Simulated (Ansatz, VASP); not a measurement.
**One calculation of Ni, two programs**

```
Ni
1.0
     0.00000    1.78256    1.78256
     1.78256    0.00000    1.78256
     1.78256    1.78256    0.00000
Ni
1
Direct
  0.00000 0.00000 0.00000
```

Change from the starting cell: volume scaled by 1.025.

Alike in both runs: task single point; functional LDA; k mesh 20 × 20 × 20; occupations fermi-dirac, width 0.05 eV; collinear spin.

```csv
,VASP,Ansatz
version,VASP 6.6.1,Ansatz 0.2.0
potentials or method,"VASP PAW LDA potentials, release 64 (Ni), cutoff 520 eV","all-electron LAPW, scalar-relativistic"
```

```tsv
	VASP	Ansatz	Ansatz less VASP
pressure (GPa)	-22.7	-23.1	-0.41
net moment per atom (μB)	0.61	0.63	+0.016
size of the moment on the site where the two differ most (μB)	0.62	0.65	+0.028
```

LDA's correlation is that of Perdew and Zunger in VASP and of Perdew and Wang (1992) in Ansatz. Site moments also hang on the region over which each program counts them. Ansatz ran all-electron here, and VASP with PAW potentials.
